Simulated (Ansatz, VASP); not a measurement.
# Two plane-wave programs on BaTe

INCAR

```
PREC = Accurate
ENCUT = 520
EDIFF = 1E-6
ISMEAR = 0
SIGMA = 0.05
LREAL = False
LASPH = True
NELM = 60
ALGO = Normal
ISIF = 2
LWAVE = False
LCHARG = False
GGA = PE
NBANDS = 15
```

Contents of KPOINTS:

```
Automatic mesh
0
Gamma
  6 6 6
```

The input POSCAR:

```
BaTe
1.0
    4.2624660000      0.0000000000      0.0000000000
    0.0000000000      4.2624660000      0.0000000000
    0.0000000000      0.0000000000      4.2624660000
Ba Te
1 1
Direct
    0.0000000000      0.0146628736      0.0000000000
    0.5000000000      0.5000000000      0.5000000000
```

Input for Ansatz:

```yaml
crystal:
  lattice:
    - [4.262466, 0.0, 0.0]
    - [0.0, 4.262466, 0.0]
    - [0.0, 0.0, 4.262466]
  atoms:
    - { symbol: Ba, position: [0.0, 0.0146628736, 0.0] }
    - { symbol: Te, position: [0.5, 0.5, 0.5] }
basis:
  ecutwfc: 420
kpoints:
  mp_grid: { grid: [6, 6, 6] }
hamiltonian:
  xc: pbe
scf:
  occupations: { method: gaussian, width: 0.05 }
output:
  forces: true
  stress: true
  eigenvalues: true
```

Change from the starting cell: all Ba atoms moved +0.062 Å, as atom 1 along Cartesian [0 1 0].

Alike in both runs: task single point; functional PBE; k mesh 6 × 6 × 6; occupations gaussian, width 0.05 eV; no spin polarisation.

|  | VASP | Ansatz |
| --- | --- | --- |
| version | VASP 6.6.1 | Ansatz 0.2.0 |
| potentials or method | VASP PAW PBE potentials, release 64 (Ba_sv, Te), cutoff 520 eV | scalar-relativistic, plane waves, PAW |
| valence electrons in the cell | 16 | 26 |

|  | VASP | Ansatz | Ansatz less VASP |
| --- | --- | --- | --- |
| gap on the k mesh at the Fermi level (eV) | 0.79 | 0.89 | +0.098 |
| least direct gap on the mesh (eV) | 0.99 | 1.08 | +0.096 |
| pressure (GPa) | 0.1 | -0.4 | -0.44 |
| rms of the force components (eV/Å) | 0.033 | 0.030 | -0.0023 |

Atom by atom the forces differ by 0.002 eV/Å (rms over components). VASP's potentials hold 16 valence electrons a cell and Ansatz's 26, so a difference there can come from the potentials and not from the codes.

Neither program's run includes spin-orbit coupling.
